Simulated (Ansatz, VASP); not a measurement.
## One calculation of BN, two programs

```
B N
1.0
     4.11208    0.00000    0.00000
     1.14102    2.22635    0.00000
     2.97106   -0.81903    2.07022
B N
1 1
Direct
  0.00005 0.00005 0.99995
  0.66665 0.66665 0.33335
```

Alike in both runs: task single point; functional PBEsol; k mesh 6 × 6 × 6; no spin polarisation.

|  | VASP | Ansatz |
| --- | --- | --- |
| version | VASP 6.6.1 | Ansatz 0.2.0 |
| potentials or method | VASP PAW PBE potentials, release 64 (B, N), cutoff 520 eV | plane waves, PAW |
| occupations | gaussian, width 0.01 eV | fixed |
| valence electrons in the cell | 8 | 8 |

VASP gave:

| Property | Result |
| --- | --- |
| gap on the k mesh at the Fermi level (eV) | 3.74 |

Task: Which values does Ansatz return?

Result: gap on the k mesh at the Fermi level (eV): 3.75.

VASP's potentials were made for PBE, not for PBEsol.

The k mesh is coarse, so the values compare programs but aren't converged.
